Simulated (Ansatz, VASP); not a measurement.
## Two plane-wave programs on Ga2SnO2

```xyz
5
Lattice="3.6748 0.0000 0.0000 0.0000 3.6748 0.0000 0.0000 0.0000 7.1544" Properties=species:S:1:pos:R:3 pbc="T T T"
Ga    1.8374    1.8374    2.1100
Ga    1.8374    1.8374    5.0444
Sn    0.0000    0.0000    0.0000
O     0.0000    0.0000    5.4282
O     0.0000    0.0000    1.7262
```

Alike in both runs: task single point; functional PBE; k mesh 6 × 6 × 4; occupations gaussian, width 0.1 eV; no spin polarisation.

|  | VASP | Ansatz |
| --- | --- | --- |
| version | VASP 6.6.1 | Ansatz 0.2.0 |
| potentials or method | VASP PAW PBE potentials, release 64 (Ga_d, Sn_d, O), cutoff 520 eV | scalar-relativistic, plane waves, PAW |
| valence electrons in the cell | 52 | 52 |

|  | VASP | Ansatz | Ansatz less VASP |
| --- | --- | --- | --- |
| gap on the k mesh at the Fermi level (eV) | none | none | - |
| pressure (GPa) | 15.5 | 16.0 | +0.50 |
| traceless stress, the component that is largest in VASP (GPa) | 31.17 | 31.96 | +0.795 |
| rms of the force components (eV/Å) | 2.893 | 2.972 | +0.0792 |

Atom by atom the forces differ by 0.079 eV/Å (rms over components). A gap of «none» marks a metal or a gap that the smearing closes. The functional is the same, so the differences come from potentials, cutoffs and numerics.
